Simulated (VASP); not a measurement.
Runs of VASP 6.6.1 on Nb. The structure is that of space group P6_3/mmc (No. 194), or close to it. The cells are those of the table. This isn't the form of Nb at room conditions, which is bcc.

```tsv
task	level	cell	k mesh	cutoff (eV)	grid for exact exchange (PRECFOCK)	share of exact exchange	screening parameter	gap on the mesh (eV)	pressure (GPa)
single point	PBE	a = 2.870, b = 2.870, c = 5.242 Å, angles 90.0, 90.0, 120.0°, 2 atoms	21 × 21 × 10	520	-	-	-	none	-0.4
single point	PBE	a = 2.791, b = 2.791, c = 5.098 Å, angles 90.0, 90.0, 120.0°, 2 atoms	21 × 21 × 10	520	-	-	-	none	(b)
relaxation of cell and atoms	PBE	relaxed from a = 2.940, b = 2.940, c = 4.802 Å, angles 90.0, 90.0, 120.0°, 2 atoms	12 × 12 × 7	600	-	-	-	none	0.0
single point	PBE	a = 2.750, b = 2.750, c = 5.023 Å, angles 90.0, 90.0, 120.0°, 2 atoms	21 × 21 × 10	520	-	-	-	none	25.6
single point	HSE06	a = 2.870, b = 2.870, c = 5.242 Å, angles 90.0, 90.0, 120.0°, 2 atoms	7 × 7 × 3	520	Normal	0.25	0.2079 1/Å	none	-2.9
single point	PBE	a = 2.831, b = 2.831, c = 5.171 Å, angles 90.0, 90.0, 120.0°, 2 atoms	21 × 21 × 10	520	-	-	-	none	(a)
single point	PBE	a = 2.870, b = 2.870, c = 5.242 Å, angles 90.0, 90.0, 120.0°, 2 atoms	12 × 12 × 7	520	-	-	-	none	-0.3
```

Alike in all rows: potentials or basis VASP PAW PBE potentials, release 64 (Nb_sv); no spin polarisation; smearing fermi-dirac 0.1 eV.

Problem. Estimate the missing entries.

Solution. (a) 6.7; (b) 15.3.

Caveats: some runs use coarse meshes; the cell stands under pressure (at least some runs); the PAW data sets were made with another functional, which shifts forces and pressure a little (at least some runs).

A k mesh can miss the band edges, and the runs leave out spin-orbit coupling on Nb.

A gap of «none» marks levels without a gap at the run's occupations.
